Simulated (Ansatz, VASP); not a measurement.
**One calculation of WSe2, two programs**

```
CELL_PARAMETERS angstrom
3.21981 0.00000 0.00000
-1.60991 2.78844 0.00000
0.00000 0.00000 32.73749
ATOMIC_POSITIONS crystal
Se 0.33333 0.66667 0.44777
Se 0.33333 0.66667 0.55223
W 0.66667 0.33333 0.50000
```

Change from the starting cell: biaxial strain -0.020, atoms relaxed.

Alike in both runs: functional PBE; dispersion D3(BJ); k mesh 12 × 12 × 1; occupations gaussian, width 0.02 eV; no spin polarisation.

Ansatz relaxed the structure, and its values are those at the end. VASP's run is a single point on that final structure, the one shown.

|  | VASP | Ansatz |
| --- | --- | --- |
| version | VASP 6.6.1 | Ansatz 0.2.0 |
| potentials or method | VASP PAW PBE potentials, release 64 (Se, W_sv), cutoff 520 eV | scalar-relativistic, plane waves, PAW |
| valence electrons in the cell | 26 | 46 |

|  | VASP | Ansatz | Ansatz less VASP |
| --- | --- | --- | --- |
| gap on the k mesh at the Fermi level (eV) | 1.54 | 1.54 | -0.001 |
| least direct gap on the mesh (eV) | 1.96 | 1.96 | +0.003 |
| rms of the force components (eV/Å) | 0.024 | 0.000 | -0.0237 |

VASP's potentials hold 26 valence electrons a cell and Ansatz's 46, so a difference there can come from the potentials and not from the codes. Ansatz's warnings: stress scf threshold loose.

Spin-orbit coupling is off throughout.
